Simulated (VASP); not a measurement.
Write the native input for VASP 6.6.1 that does the following.

| Item | Value |
| --- | --- |
| Task | single point |
| Functional | PBEsol |
| Potentials or basis | VASP PAW PBE potentials, release 64 (Mn_pv) |
| Cutoff | 520 eV |
| k mesh | 21 × 21 × 12 |
| Occupations | gaussian, width 0.15 eV |
| Spin | no spin polarisation |
| Dipole correction | no |
| Further INCAR settings | ALGO = Fast; EDIFF = 1e-07; NBANDS = 20 |

The structure of Mn lies in POSCAR:

```
Mn
1.0
    2.4091363974      0.0000000000      0.0000000000
   -1.2045681987      2.0863733214      0.0000000000
    0.0000000000      0.0000000000      4.0261950000
Mn
2
Direct
    0.6666666667      0.3333333333      0.7500000000
    0.3333333333      0.6666666667      0.2500000000
```

This cell differs from its parent crystal: strain -0.030 along x and y, +0.000 along z.

These files were run (other wordings do the same):

INCAR

```
PREC = Accurate
ENCUT = 520
EDIFF = 1E-7
ISMEAR = 0
SIGMA = 0.15
LREAL = False
LASPH = True
NELM = 60
ALGO = Fast
ISIF = 2
LWAVE = False
LCHARG = True
GGA = PS
LELF = True
LVHAR = True
NBANDS = 20
```

KPOINTS

```
Automatic mesh
0
Gamma
  21 21 12
```

Potentials or basis: VASP PAW PBE potentials, release 64 (Mn_pv).

Run with:

```bash
$ cat potpaw_PBE.64/Mn_pv/POTCAR > POTCAR
$ mpirun -np 1 vasp_std > vasp.out
```

Results of the run:

The pressure is 7.0 GPa and the band gap on the k mesh is zero (band 13 reaches 12.15 eV, above the bottom of band 14 at 10.02 eV).

Caveat: the cell differs from its parent crystal (strain -0.030 along x and y, +0.000 along z); the PAW data sets were made with another functional, which shifts forces and pressure a little; the run has no spin polarisation, though such a crystal can be magnetic.

Wall time 2.1 min on 1 thread of Intel(R) Xeon(R) Platinum 8375C CPU @ 2.90GHz (Ice Lake) (shared host), peak memory 0.21 GiB.
